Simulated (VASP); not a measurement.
MgO: single point with PBEsol

Crystal: MgO.

```xyz
2
Lattice="2.0512 2.0512 0.0000 -2.0512 2.0512 0.0000 0.0000 2.0512 2.0512" Properties=species:S:1:pos:R:3 pbc="T T T"
Mg    0.0000    0.0000    0.0000
O     0.0000    2.0512    0.0000
```

| Item | Value |
| --- | --- |
| Program | VASP 6.6.1 |
| Task | single point |
| Functional | PBEsol |
| Potentials or basis | VASP PAW PBE potentials, release 64 (Mg, O) |
| Cutoff | 520 eV |
| k mesh | 10 × 10 × 10 |
| Occupations | gaussian, width 0.01 eV |
| Spin | no spin polarisation |
| Dipole correction | no |
| Further INCAR settings | ALGO = Normal; EDIFF = 1e-06; NBANDS = 11 |

```yaml
Pressure: 14.6 GPa
Band_gap_on_the_k_mesh: 5.44 eV, direct
```

Levels at points of the mesh, in eV from the valence-band top:
```
           k point  band 1  band 2  band 3  band 4  band 5  band 6  band 7  band 8  band 9
(0.00, 0.00, 0.00)  -17.64    0.00    0.00    0.00    5.44   16.07   16.07   16.07   20.12
(0.50, 0.00, 0.00)  -16.11   -5.05   -0.76   -0.76    8.25   13.41   17.00   17.00   21.99
(0.50, 0.50, 0.00)  -15.82   -4.48   -1.48   -1.48    8.99   10.76   13.83   20.07   20.07
```

Run time: 11 s on 1 thread of Intel Xeon 8259CL (shared host), peak memory 0.14 GiB.

Caveat: the PAW data sets were made with another functional, which shifts forces and pressure a little.
